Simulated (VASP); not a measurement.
Wanted: the native input for a VASP 6.6.1 run.

```yaml
Task: single point
Functional: LDA
Potentials_or_basis: VASP PAW LDA potentials, release 64 (Ga_d, N_h)
Cutoff: 1330 eV
k_mesh: 6 × 6 × 4
Occupations: gaussian, width 0.01 eV
Spin: no spin polarisation
Dipole_correction: no
Further_INCAR_settings: ALGO = Normal; EDIFF = 1e-06; NBANDS = 26
```

The structure of GaN lies in POSCAR:

```
GaN
1.0
    3.1800000000      0.0000000000      0.0000000000
   -1.5900000000      2.7539607800      0.0000000000
    0.0000000000      0.0000000000      5.1660000000
Ga N
2 2
Direct
    0.3333333345      0.6666666691      0.0000000000
    0.6666666673      0.3333333345      0.5000000000
    0.3333333345      0.6666666691      0.3750000000
    0.6666666673      0.3333333345      0.8750000000
```

These files were run (other wordings do the same):

INCAR

```
SYSTEM = GaN
  PREC = Accurate
  ENCUT = 1330
  EDIFF = 1E-6
  ISMEAR = 0
  SIGMA = 0.01
  LREAL = .FALSE.
  LASPH = .TRUE.
  NELM = 120
  ALGO = Normal
  ISIF = 2
  LWAVE = .FALSE.
  LCHARG = .FALSE.
  NBANDS = 26
  GGA_COMPAT = .FALSE.
```

KPOINTS

```
Automatic mesh
0
G
  6 6 4
  0 0 0
```

Potentials or basis: VASP PAW LDA potentials, release 64 (Ga_d, N_h).

The run is started by

```bash
$ cat potpaw_LDA.64/Ga_d/POTCAR potpaw_LDA.64/N_h/POTCAR > POTCAR
$ mpirun -np 1 vasp_std > vasp.out
```

It gave:

The pressure is -3.1 GPa. The largest force is 0.128 eV/Å and the band gap on the k mesh is 1.99 eV.

Caveat: the cell stands under tension.

It took 44 s on 1 thread of Intel(R) Xeon(R) 6975P-C (Granite Rapids), with other jobs on the host, peak memory 0.3 GiB.
